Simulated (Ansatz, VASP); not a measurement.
## Two plane-wave programs on BAs

```
B As
1.0
     0.00000    1.95970    1.95970
     1.95970    0.00000    1.95970
     1.95970    1.95970    0.00000
B As
1 1
Direct
  0.00000 0.00000 0.00000
  0.25000 0.25000 0.25000
```

Change from the starting cell: volume scaled by 0.55, PAW files.

Alike in both runs: task single point; functional r2SCAN; k mesh 15 × 15 × 15; occupations fermi-dirac, width 0.1 eV; no spin polarisation.

```csv
,VASP,Ansatz
version,VASP 6.6.1,Ansatz 0.2.0
potentials or method,"VASP PAW PBE potentials, release 64 (B, As)","PAW with Ansatz's default frozen-core files, scalar-relativistic"
plane-wave cutoff (eV),520,500
valence electrons in the cell,8,18
```

|  | VASP | Ansatz | Ansatz less VASP |
| --- | --- | --- | --- |
| pressure (GPa) | 276.9 | 268.5 | -8.41 |

VASP's potentials were made for PBE, not for r2SCAN. Both programs put the cell under a high pressure, so it lies far from rest at this level. With one functional, cell and mesh, what is left measures potentials, basis and numerics. VASP's potentials hold 8 valence electrons a cell and Ansatz's 18, so a difference there can come from the potentials and not from the codes.

Noted on VASP's run: the cell as given lies far from equilibrium.
